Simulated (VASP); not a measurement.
## Li: single point with LDA

Crystal: Li.

```xyz
1
Lattice="-1.7228 1.7068 1.7236 1.7228 -1.7068 1.7236 1.7228 1.7068 -1.7236" Properties=species:S:1:pos:R:3 pbc="T T T"
Li    1.7228    0.0000    0.0000
```

```json
{
  "Program": "VASP 6.6.1",
  "Task": "single point",
  "Functional": "LDA",
  "Potentials or basis": "VASP PAW LDA potentials, release 64 (Li_sv)",
  "Cutoff": "520 eV",
  "k mesh": "24 × 24 × 24",
  "Occupations": "gaussian, width 0.1 eV",
  "Spin": "no spin polarisation",
  "Dipole correction": "no",
  "Further INCAR settings": "ALGO = Fast; EDIFF = 1e-07; NBANDS = 8"
}
```

```yaml
Band_gap_on_the_k_mesh: zero (an odd number of electrons rules out a gap without spin polarisation)
```

Levels at points of the mesh, in eV from the Fermi level:
```csv
k point,band 1,band 2,band 3,band 4,band 5
"(0.00, 0.00, 0.00)",-45.65,-3.51,14.30,14.31,14.36
"(0.50, 0.00, 0.00)",-45.63,0.23,3.30,10.13,11.64
"(0.00, 0.50, 0.00)",-45.63,0.19,3.24,10.26,11.81
"(0.50, 0.50, 0.00)",-45.63,0.23,3.30,10.13,11.63
"(0.50, 0.50, 0.50)",-45.62,5.34,5.35,5.56,7.76
```

Wall time 2.4 min on 1 thread of AMD EPYC 9R45 96-Core Processor (Zen 5), on a shared host, peak memory 0.3 GiB.
